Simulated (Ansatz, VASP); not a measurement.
# One calculation of AlSn, two programs

```xyz
2
Lattice="4.3983 0.0000 0.0000 -2.1992 3.8090 0.0000 0.0000 0.0000 3.4645" Properties=species:S:1:pos:R:3 pbc="T T T"
Al    0.0000    0.0000    0.0000
Sn    0.0000    2.5394    1.7323
```

Alike in both runs: task single point; functional revPBE; k mesh 3 × 3 × 1; no spin polarisation.

```csv
,VASP,Ansatz
version,VASP 6.6.1,Ansatz 0.2.0
potentials or method,"VASP PAW PBE potentials, release 64 (Al, Sn_d), cutoff 500 eV","scalar-relativistic, plane waves, PAW"
occupations,"methfessel-paxton of order 1, width 0.01 eV","cold, width 0.01 eV"
valence electrons in the cell,17,17
```

|  | VASP | Ansatz | Ansatz less VASP |
| --- | --- | --- | --- |
| gap on the k mesh at the Fermi level (eV) | none | none | - |
| pressure (GPa) | -9.2 | -9.2 | +0.06 |
| traceless stress, the component that is largest in VASP (GPa) | -63.98 | -64.00 | -0.021 |

VASP's potentials were made for PBE, not for revPBE. A gap of «none» marks a metal or a gap that the smearing closes.

The k mesh is coarse, so the values compare programs but aren't converged.
